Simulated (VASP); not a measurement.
Here is a VASP 6.6.1 calculation.

INCAR

```
PREC = Accurate ; ENCUT = 520
EDIFF = 1E-6 ; ISMEAR = 0
SIGMA = 0.1 ; LREAL = F
LASPH = T ; NELM = 60
ALGO = Normal ; ISIF = 2
LWAVE = F ; LCHARG = F
GGA = PE ; NBANDS = 32
```

Contents of KPOINTS:

```
regular mesh
0
Gamma
  6 6 8
```

Contents of POSCAR:

```
InSb2
1.0
    5.9113457722      0.0000000000      0.0000000000
    0.0000000000      7.4712794453      0.0000000000
    0.0000000000      0.0000000000      4.3760053103
In Sb
2 4
Direct
    0.0000000000      0.0000000000      0.0000000000
    0.5000000000      0.5000000000      0.5000000000
    0.1824682449      0.3818645717      0.0000000000
    0.8175317551      0.6181354283      0.0000000000
    0.6824682449      0.1181354283      0.5000000000
    0.3175317551      0.8818645717      0.5000000000
```

Potentials or basis: VASP PAW PBE potentials, release 64 (In_d, Sb).

Launch:

```console
$ cat potpaw_PBE.64/In_d/POTCAR potpaw_PBE.64/Sb/POTCAR > POTCAR
$ mpirun -np 1 vasp_std > vasp.out
```

Estimate the band gap on the k mesh.

zero (bands 23 and 24 overlap by 2.01 eV).

What does it give for the largest force?

0.023 eV/Å.

Forces in eV/Å, atoms in the order of the input:
```
In   0.000  0.000  0.000
In   0.000  0.000  0.000
Sb   0.018 -0.014  0.000
Sb  -0.018  0.014  0.000
Sb   0.018  0.014  0.000
Sb  -0.018 -0.014  0.000
```

Caveat: spin-orbit coupling is left out, which moves the levels of the heavy elements.
